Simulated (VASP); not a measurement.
The system is YAlSe3.

```
Y Al Se
1.0
     4.76914    0.00000    0.00000
     0.00000    4.76914    0.00000
     0.00000    0.00000    4.76914
Y Al Se
1 1 3
Direct
  0.50000 0.50000 0.50000
  0.00000 0.00000 0.00000
  0.50000 0.00000 0.50000
  0.00000 0.50000 0.50000
  0.50000 0.50000 0.00000
```

| Quantity | Value |
| --- | --- |
| Program | VASP 6.6.1 |
| Task | relaxation of cell and atoms |
| Functional | PBE |
| Potentials or basis | VASP PAW PBE potentials, release 64 (Y_sv, Al, Se) |
| Cutoff | 600 eV |
| k mesh | 4 × 4 × 4 |
| Occupations | gaussian, width 0.1 eV |
| Spin | no spin polarisation |

At the start: pressure 33.5 GPa; volume 21.69 Å³/atom.

Q: How do energy, volume and symmetry change on relaxing?

A: Over 4 steps the energy falls by 839.0 meV/atom and the volume is 33.24 Å³/atom (+53.2 %); space group Pm-3m (No. 221, to 0.05 Å).

The path:
```
step  energy change (eV)  largest force (eV/Å)  pressure (GPa)  volume (Å³)
   1              0.0000                0.0000           33.46       108.47
   2             -3.7415                0.0000           -4.15       196.28
   3             -4.1913                0.0000            0.50       163.38
   4             -4.1948                0.0000           -0.09       166.22
```

Final structure:
```xyz
5
Lattice="5.4983 0.0000 0.0000 0.0000 5.4983 0.0000 0.0000 0.0000 5.4983" Properties=species:S:1:pos:R:3 pbc="T T T"
Y     2.7492    2.7492    2.7492
Al    0.0000    0.0000    0.0000
Se    2.7492    0.0000    2.7492
Se    0.0000    2.7492    2.7492
Se    2.7492    2.7492    0.0000
```

Caveat: the volume moved by over 15 % at a fixed basis, so the end points are rough.
